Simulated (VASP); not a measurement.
Write the native input for VASP 6.6.1 that does the following.

```
Task                   : single point
Functional             : PBE
Potentials or basis    : VASP PAW PBE potentials, release 64 (Zr_sv, C)
Cutoff                 : 520 eV
k mesh                 : 18 × 18 × 18
Occupations            : gaussian, width 0.15 eV
Spin                   : no spin polarisation
Dipole correction      : no
Further INCAR settings : ALGO = Normal; EDIFF = 1e-06; NBANDS = 15
```

The structure of ZrC lies in POSCAR:

```
ZrC
1.0
    0.0000000000      2.2562016000      2.4442184000
    2.2562016000      0.0000000000      2.4442184000
    2.2562016000      2.2562016000      0.0000000000
Zr C
1 1
Direct
    0.5000000000      0.5000000000      0.5000000000
    0.0000000000      0.0000000000      0.0000000000
```

This cell differs from its parent crystal: strain -0.040 along x and y, +0.040 along z.

The input as run:

INCAR

```
SYSTEM = ZrC
PREC = Accurate
ENCUT = 520
EDIFF = 1E-6
ISMEAR = 0
SIGMA = 0.15
LREAL = .False.
LASPH = .True.
NELM = 100
ALGO = Normal
ISIF = 2
LWAVE = .False.
LCHARG = .False.
GGA = PE
NBANDS = 15
```

KPOINTS

```
Automatic mesh
0
Gamma
  18 18 18
  0 0 0
```

Potentials or basis: VASP PAW PBE potentials, release 64 (Zr_sv, C).

Command:

```sh
$ cat potpaw_PBE.64/Zr_sv/POTCAR potpaw_PBE.64/C/POTCAR > POTCAR
$ mpirun -np 1 vasp_std > vasp.out
```

It gave:

- Pressure: 14.9 GPa
- Band gap on the k mesh: zero (bands 8 and 9 overlap by 1.51 eV)

Caveat: the cell differs from its parent crystal (strain -0.040 along x and y, +0.040 along z); the cell stands under pressure.

It took 5.4 min on 1 thread of Intel Xeon 8259CL, with other jobs on the host, peak memory 0.3 GiB.
